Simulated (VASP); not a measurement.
Here is a VASP 6.6.1 calculation.

File INCAR:

```
PREC = Accurate ; ENCUT = 600
EDIFF = 1E-6 ; ISMEAR = 0
SIGMA = 0.1 ; LREAL = False
LASPH = True ; NELM = 200
ALGO = Normal ; ISIF = 2
LWAVE = False ; LCHARG = False
ISPIN = 2 ; MAGMOM = 3 0 0 0
LORBIT = 11 ; LMAXMIX = 4
GGA = PE ; NBANDS = 38
GGA_COMPAT = False
```

The input KPOINTS:

```
regular mesh
0
Gamma
  6 6 6
```

The input POSCAR:

```
CoW3
1.0
    3.9073510000      0.0000000000      0.0000000000
    0.0000000000      3.9073510000      0.0000000000
    0.0000000000      0.0000000000      3.9073510000
Co W
1 3
Direct
    0.0000000000      0.0000000000      0.0000000000
    0.0000000000      0.5000000000      0.5000000000
    0.5000000000      0.0000000000      0.5000000000
    0.5000000000      0.5000000000      0.0000000000
```

Potentials or basis: VASP PAW PBE potentials, release 64 (Co, W_sv).

Run with:

```console
$ cat potpaw_PBE.64/Co/POTCAR potpaw_PBE.64/W_sv/POTCAR > POTCAR
$ mpirun -np 1 vasp_std > vasp.out
```

(1) Estimate the net moment.

(2) What does it give for the site moments?

(3) Estimate the pressure.

Answers

(1) 0.41 μB per cell.

(2) Co +0.38; W +0.01 μB.

(3) -1.1 GPa.
